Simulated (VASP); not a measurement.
# AlNi (Pm-3m) in VASP: notebook, part 2 of 2

VASP 6.6.1. Earlier steps stand in the parts before.

## 3. Single point, r2SCAN, collinear spin, ferromagnetic start

This run uses another cell than the first one: it holds 2 atoms, not 8.

The input, POSCAR:

```
AlNi
1.0
    2.8930835320      0.0000000000      0.0000000000
    0.0000000000      2.8930835320      0.0000000000
    0.0000000000      0.0000000000      2.8930835320
Al Ni
1 1
Direct
    0.0000000000      0.0000000000      0.0000000000
    0.5000000000      0.5000000000      0.5000000000
```

The input, INCAR.step1:

```
ALGO = Normal ; EDIFF = 1E-4
ENCUT = 520 ; GGA = PE
ISMEAR = 0 ; ISPIN = 2
LASPH = T ; LCHARG = F
LMAXMIX = 4 ; LREAL = F
LWAVE = T ; MAGMOM = 0 2
NBANDS = 18 ; NELM = 150
PREC = Accurate ; SIGMA = 0.1
```

The input, INCAR.step2:

```
ALGO = Normal ; EDIFF = 1E-6
ENCUT = 520 ; ISIF = 2
ISMEAR = 0 ; ISPIN = 2
ISTART = 1 ; LASPH = T
LCHARG = T ; LELF = T
LMAXMIX = 4 ; LMIXTAU = T
LORBIT = 11 ; LREAL = F
LVHAR = T ; LWAVE = F
MAGMOM = 0 2 ; METAGGA = R2SCAN
NBANDS = 18 ; NELM = 150
PREC = Accurate ; SIGMA = 0.1
```

The input, KPOINTS:

```
k-points
0
Gamma
  14 14 14
```

Potentials or basis: VASP PAW PBE potentials, release 64 (Al, Ni).

Launch:

```console
> cat potpaw_PBE.64/Al/POTCAR potpaw_PBE.64/Ni/POTCAR > POTCAR
> cp INCAR.step1 INCAR
> mpirun -np 1 vasp_std > vasp.out
> cp INCAR.step2 INCAR
> mpirun -np 1 vasp_std > vasp.out
```

OUTCAR:

```text
EDIFF = 1E-6
   ENCUT = 520
   ISIF = 2
   ISMEAR = 0
   ISPIN = 2
   ISTART = 1
   LASPH = T
   LORBIT = 11
   LREAL = F
   METAGGA = R2SCAN
   NELM = 150
   PREC = Accurate

 ion  position               nearest neighbor table
   1  0.000  0.000  0.000-   2 2.51   2 2.51   2 2.51   2 2.51   2 2.51   2 2.51   2 2.51   2 2.51

   2  0.500  0.500  0.500-   1 2.51   1 2.51   1 2.51   1 2.51   1 2.51   1 2.51   1 2.51   1 2.51

  LATTYP: Found a simple cubic cell.
[... 1229 lines left out ...]
  in kB      -52.6066922    -52.6066922    -52.6066922     -0.0000000     -0.0000000     -0.0000000
  external PRESSURE =     -52.6066922 kB  Pullay stress =       0.0000000 kB

 VOLUME and BASIS-vectors are now :
 -----------------------------------------------------------------------------
  energy-cutoff  :      520.00
  volume of cell :       24.21
      direct lattice vectors                 reciprocal lattice vectors
     2.893083532  0.000000000  0.000000000     0.345651962  0.000000000  0.000000000
     0.000000000  2.893083532  0.000000000     0.000000000  0.345651962  0.000000000
     0.000000000  0.000000000  2.893083532     0.000000000  0.000000000  0.345651962

 POSITION                                       TOTAL-FORCE (eV/Angst)
 -----------------------------------------------------------------------------------
      0.00000      0.00000      0.00000         0.000000      0.000000      0.000000
      1.44654      1.44654      1.44654         0.000000      0.000000      0.000000
 -----------------------------------------------------------------------------------
    total drift:                                0.000000      0.000000     -0.000000

  FREE ENERGIE OF THE ION-ELECTRON SYSTEM (eV)
  ---------------------------------------------------
  free  energy   TOTEN  =       -20.0555404601 eV

  energy  without entropy=      -20.0503769405  energy(sigma->0) =      -20.05295870

 total charge

# of ion       s       p       d       tot
------------------------------------------
    1        0.379   0.420   0.000   0.799
    2        0.481   0.529   8.479   9.490
--------------------------------------------------
tot          0.860   0.949   8.479  10.288

 magnetization (x)

# of ion       s       p       d       tot
------------------------------------------
    1       -0.000  -0.000   0.000  -0.000
    2       -0.000  -0.000  -0.000  -0.000
--------------------------------------------------
tot         -0.000  -0.000  -0.000  -0.000
```

OUTCAR.step1:

```text
EDIFF = 1E-4
   ENCUT = 520
   GGA = PE
   ISMEAR = 0
   ISPIN = 2
[... 1253 lines left out ...]
 -----------------------------------------------------------------------------------
      0.00000      0.00000      0.00000         0.000000      0.000000      0.000000
      1.44654      1.44654      1.44654         0.000000      0.000000      0.000000
 -----------------------------------------------------------------------------------
    total drift:                                0.000000      0.000000     -0.000000

  FREE ENERGIE OF THE ION-ELECTRON SYSTEM (eV)
  ---------------------------------------------------
  free  energy   TOTEN  =       -10.5395778805 eV

  energy  without entropy=      -10.5344478626  energy(sigma->0) =      -10.53701287
```

OSZICAR.step1:

```text
N       E                     dE             d eps       ncg     rms          rms(c)
DAV:   1     0.462431264445E+02    0.46243E+02   -0.50405E+03  8864   0.756E+02
DAV:   2    -0.896358749175E+01   -0.55207E+02   -0.48159E+02  9338   0.162E+02
DAV:   3    -0.116598456435E+02   -0.26963E+01   -0.26442E+01 10440   0.366E+01
DAV:   4    -0.116944171298E+02   -0.34571E-01   -0.34537E-01 10106   0.370E+00
DAV:   5    -0.116951766679E+02   -0.75954E-03   -0.75948E-03 10126   0.594E-01    0.141E+01
DAV:   6    -0.145574407426E+02   -0.28623E+01   -0.45743E+01  9906   0.803E+01    0.184E+01
DAV:   7    -0.105665392029E+02    0.39909E+01   -0.13731E+01  9910   0.468E+01    0.203E+00
DAV:   8    -0.105508789116E+02    0.15660E-01   -0.45598E-01 11282   0.652E+00    0.116E+00
DAV:   9    -0.105390408400E+02    0.11838E-01   -0.51797E-02 10272   0.197E+00    0.686E-01
DAV:  10    -0.105394997838E+02   -0.45894E-03   -0.16125E-03 11278   0.394E-01    0.244E-01
DAV:  11    -0.105395059101E+02   -0.61263E-05   -0.25753E-03 10732   0.439E-01    0.912E-02
DAV:  12    -0.105395778805E+02   -0.71970E-04   -0.20567E-04  5700   0.140E-01
   1 F= -.10539578E+02 E0= -.10537013E+02  d E =-.513002E-02  mag=    -0.0028
```

Wall time 2.6 min (1 thread of Intel Xeon Platinum 8488C (Sapphire Rapids), shared host); peak memory 0.21 GiB.

Results:

```yaml
Free_energy: -20.0555 eV
Pressure: -5.3 GPa
Net_moment: 0.00 μB per cell
Valence_electrons_inside_the_program's_atomic_spheres: Al 0.80; Ni 9.49
```

Caveat: the cell stands under tension; the PAW data sets were made with another functional, which shifts forces and pressure a little.
